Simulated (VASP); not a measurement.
The system is MnSi.

```
Mn Si
1.0
    -1.93253    1.93253    2.29301
     1.93253   -1.93253    2.29301
     1.93253    1.93253   -2.29301
Mn Si
1 1
Direct
  0.50000 0.50000 0.00000
  0.00000 0.00000 0.00000
```

The cell was built from a structure type or drawn by symmetry, and may not be a known phase.

* Program: VASP 6.6.1
* Task: relaxation of cell and atoms
* Functional: PBE
* Potentials or basis: VASP PAW PBE potentials, release 64 (Mn_pv, Si)
* Cutoff: 600 eV
* k mesh: 6 × 6 × 6
* Occupations: gaussian, width 0.1 eV
* Spin: collinear spin, ferromagnetic start
* Starting moments: [4.0, 0.0] μB

At the start: pressure -6.4 GPa; volume 17.13 Å³/atom.

Problem. Where does the relaxation end?

Solution. Over 8 steps the energy falls by 231.1 meV/atom and the volume is 14.10 Å³/atom (-17.6 %); space group I4/mmm (No. 139, to 0.1 Å) before, Fm-3m (No. 225, to 0.1 Å); moment 2.39 μB per cell.

The path:
```
step  energy change (eV)  largest force (eV/Å)  pressure (GPa)  volume (Å³)
   1              0.0000                0.0000           -6.44        34.25
   2             -0.3894                0.0000           -6.22        30.80
   3             -0.4496                0.0000           -3.47        29.32
   4             -0.4551                0.0000           -1.43        28.67
   5             -0.4553                0.0000           -2.08        28.85
   6             -0.4600                0.0000            1.45        27.93
   7             -0.4609                0.0000            0.41        28.18
   8             -0.4622                0.0000            0.21        28.21
```

Final structure:
```yaml
crystal:
  lattice:
    - [-1.70737, 1.70737, 2.41924]
    - [1.70737, -1.70737, 2.41924]
    - [1.70737, 1.70737, -2.41924]
  atoms:
    - { symbol: Mn, position: [0.50000, 0.50000, 0.00000] }
    - { symbol: Si, position: [0.00000, 0.00000, 0.00000] }
```

Caveat: the volume moved by over 15 % at a fixed basis, so the end points are rough.
